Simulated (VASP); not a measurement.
A run of VASP 6.6.1:

INCAR

```
  PREC = Accurate
  ENCUT = 520
  EDIFF = 1E-6
  ISMEAR = -1
  SIGMA = 0.01
  LREAL = False
  LASPH = True
  NELM = 150
  ALGO = Normal
  ISIF = 2
  LWAVE = False
  LCHARG = False
  ISPIN = 2
  MAGMOM = 0.01
  LORBIT = 11
  GGA = RP
  ISYM = 0
  NBANDS = 15
```

File KPOINTS:

```
Automatic mesh
0
Gamma
  1 1 1
```

File POSCAR:

```
Sr
1.0
   14.0000000000      0.0000000000      0.0000000000
    0.0000000000     14.4000000000      0.0000000000
    0.0000000000      0.0000000000     14.8000000000
Sr
1
Direct
    0.5000000000      0.5000000000      0.5000000000
```

Potentials or basis: VASP PAW PBE potentials, release 64 (Sr_sv).

Run with:

```console
$ cat potpaw_PBE.64/Sr_sv/POTCAR > POTCAR
$ mpirun -np 1 vasp_gam > vasp.out
```

Hardware: 1 thread of Intel(R) Xeon(R) Platinum 8259CL CPU @ 2.50GHz (Skylake/Cascade Lake), on a shared host.

Question: How long does it take, and how much memory?

Answer: Run time: 6.3 min on 1 thread of Intel(R) Xeon(R) Platinum 8259CL CPU @ 2.50GHz (Skylake/Cascade Lake), with other jobs on the host, peak memory 2.7 GiB. Counts: scf iterations 21, k points 1.
